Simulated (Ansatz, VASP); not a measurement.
# One calculation of Mo, two programs

Contents of INCAR:

```
ALGO = Normal ; EDIFF = 1E-7
ENCUT = 520 ; GGA = PE
GGA_COMPAT = False ; ISIF = 2
ISMEAR = 0 ; LASPH = True
LCHARG = False ; LMAXMIX = 4
LORBIT = 11 ; LORBMOM = True
LREAL = False ; LSORBIT = True
LWAVE = False ; MAGMOM = 0 0 0
NBANDS = 25 ; NELM = 150
PREC = Accurate ; SIGMA = 0.05
```

KPOINTS

```
k-points
0
Gamma
  18 18 18
```

POSCAR

```
Mo
1.0
    0.0000000000      2.0014238984      2.0014238984
    2.0014238984      0.0000000000      2.0014238984
    2.0014238984      2.0014238984      0.0000000000
Mo
1
Direct
    0.0000000000      0.0000000000      0.0000000000
```

Input for Ansatz:

```yaml
crystal:
  lattice:
    - [0.0, 2.0014238984, 2.0014238984]
    - [2.0014238984, 0.0, 2.0014238984]
    - [2.0014238984, 2.0014238984, 0.0]
  atoms:
    - { symbol: Mo, position: [0.0, 0.0, 0.0] }
basis:
  ecutwfc: 420
  ecutrho_ratio: 4
kpoints:
  mp_grid: { grid: [18, 18, 18] }
hamiltonian:
  xc: pbe
scf:
  occupations: { method: gaussian, width: 0.05 }
output:
  forces: true
  stress: true
  eigenvalues: true
  populations: true
magnetization:
  noncollinear: true
  spin_orbit: true
```

Alike in both runs: task single point; functional PBE; k mesh 18 × 18 × 18; occupations gaussian, width 0.05 eV; non-collinear spin, spin-orbit coupling.

|  | VASP | Ansatz |
| --- | --- | --- |
| version | VASP 6.6.1 | Ansatz 0.2.0 |
| potentials or method | VASP PAW PBE potentials, release 64 (Mo_sv), cutoff 520 eV | plane waves, PAW |
| valence electrons in the cell | 14 | 14 |

VASP gave:

| Item | Value |
| --- | --- |
| pressure (GPa) | 0.5 |

Which values does Ansatz return?

Pressure (GPa): 0.0.
